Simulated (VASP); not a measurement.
Ti5WC6:

```xyz
12
Lattice="3.3917 0.0000 0.0000 -1.6959 2.9373 0.0000 0.0000 0.0000 16.6161" Properties=species:S:1:pos:R:3 pbc="T T T"
Ti    1.6959    0.9791   11.0774
Ti    0.0000    1.9582    5.5387
Ti    1.6959    0.9791    2.7693
Ti    0.0000    0.0000    0.0000
Ti    0.0000    1.9582   13.8467
W     0.0000    0.0000    8.3080
C     0.0000    1.9582    9.6927
C     1.6959    0.9791    6.9234
C     0.0000    0.0000    4.1540
C     0.0000    1.9582    1.3847
C     1.6959    0.9791   15.2314
C     0.0000    0.0000   12.4620
```

| Property | Result |
| --- | --- |
| Program | VASP 6.6.1 |
| Task | relaxation of cell and atoms |
| Functional | PBE |
| Potentials or basis | VASP PAW PBE potentials, release 64 (Ti_sv, W_sv, C) |
| Cutoff | 600 eV |
| k mesh | 6 × 6 × 1 |
| Occupations | gaussian, width 0.1 eV |
| Spin | no spin polarisation |

At the start: pressure -43.5 GPa; volume 13.80 Å³/atom.

Q: Where does the relaxation end?

A: Over 12 steps the energy falls by 634.8 meV/atom and the volume is 10.22 Å³/atom (-25.9 %); space group P-3m1 (No. 164, to 0.1 Å) before and after.

Step by step:
```tsv
step	energy change (eV)	largest force (eV/Å)	pressure (GPa)	volume (Å³)
1	0.0000	1.0076	-43.49	165.54
2	4.0209	4.0596	149.36	91.05
3	-7.5463	0.4704	-5.15	125.19
4	-7.5829	0.4676	-1.60	123.48
5	-7.5866	0.4668	0.07	122.72
6	-7.6102	0.1142	0.12	122.63
7	-7.6110	0.1671	0.15	122.61
8	-7.6145	0.1182	-0.23	122.76
9	-7.6150	0.0897	-0.44	122.85
10	-7.6169	0.0517	0.38	122.44
11	-7.6169	0.0519	0.40	122.44
12	-7.6177	0.0289	-0.08	122.66
```

Final structure:
```
Ti W C
1.0
     3.06797    0.00000    0.00000
    -1.53399    2.65694    0.00000
     0.00000    0.00000   15.04741
Ti W C
5 1 6
Direct
  0.66667 0.33333 0.66983
  0.33333 0.66667 0.33017
  0.66667 0.33333 0.16446
  0.00000 0.00000 0.00000
  0.33333 0.66667 0.83554
  0.00000 0.00000 0.50000
  0.33333 0.66667 0.58369
  0.66667 0.33333 0.41631
  0.00000 0.00000 0.24983
  0.33333 0.66667 0.08323
  0.66667 0.33333 0.91677
  0.00000 0.00000 0.75017
```

Caveat: the k points lie up to 0.42 Å⁻¹ apart in the final cell, too coarse for converged energies and pressures of a metal; the volume moved by over 15 % at a fixed basis, so the end points are rough.
